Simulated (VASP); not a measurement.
Set up this calculation in VASP 6.6.1, as the native input.

```yaml
Task: relaxation of cell and atoms
Functional: LDA
Potentials_or_basis: VASP PAW LDA potentials, release 64 (Ni, Al)
Cutoff: 600 eV
k_mesh: 8 × 8 × 8
Occupations: fermi-dirac, width 0.05 eV
Spin: collinear spin, ferromagnetic start
Starting_moments: "[1.0, 1.0, 1.0, 0.0] μB"
Dipole_correction: no
Further_INCAR_settings: ALGO = Fast; EDIFF = 1e-06; IBRION = 2; EDIFFG = -0.01; NSW = 60; ISIF = 3
```

The structure of AlNi3 lies in POSCAR:

```
AlNi3
1.0
    3.5230547267      0.0000000000      0.0000000000
    0.0000000000      3.5230547267      0.0000000000
    0.0000000000      0.0000000000      3.5230547267
Ni Al
3 1
Direct
    0.5000000000      0.5000000000      0.0000000000
    0.5000000000      0.0000000000      0.5000000000
    0.0000000000      0.5000000000      0.5000000000
    0.0000000000      0.0000000000      0.0000000000
```

The input as run:

INCAR

```
SYSTEM = AlNi3
PREC = Accurate ; ENCUT = 600
EDIFF = 1E-6 ; ISMEAR = -1
SIGMA = 0.05 ; LREAL = .FALSE.
LASPH = .TRUE. ; NELM = 150
ALGO = Fast ; ISIF = 3
LWAVE = .FALSE. ; LCHARG = .FALSE.
ISPIN = 2 ; MAGMOM = 1 1 1 0
LORBIT = 11 ; LMAXMIX = 4
GGA = CA ; IBRION = 2
NSW = 60 ; EDIFFG = -0.01
```

KPOINTS

```
regular mesh
0
G
  8 8 8
  0 0 0
```

Potentials or basis: VASP PAW LDA potentials, release 64 (Ni, Al).

Launch:

```sh
$ cat potpaw_LDA.64/Ni/POTCAR potpaw_LDA.64/Al/POTCAR > POTCAR
$ mpirun -np 1 vasp_std > vasp.out
```

Results of the run:

```
Relaxed volume                                        : 10.55 Å³/atom
Relaxed cell                                          : a = 3.481 Å, b = 3.481 Å, c = 3.481 Å, α = 90.00°, β = 90.00°, γ = 90.00°
Space group after relaxing (to 0.1 Å)                 : Pm-3m (No. 221)
Energy gained by relaxing                             : 9.0 meV/atom
Ionic steps                                           : 3
Pressure after relaxing                               : -0.1 GPa
Net moment                                            : 0.00 μB per cell
Valence electrons inside the program's atomic spheres : Ni 9.54; Al 0.84
```

It took 87 s on 1 thread of Intel(R) Xeon(R) 6975P-C (Granite Rapids), with other jobs on the host, peak memory 0.19 GiB.
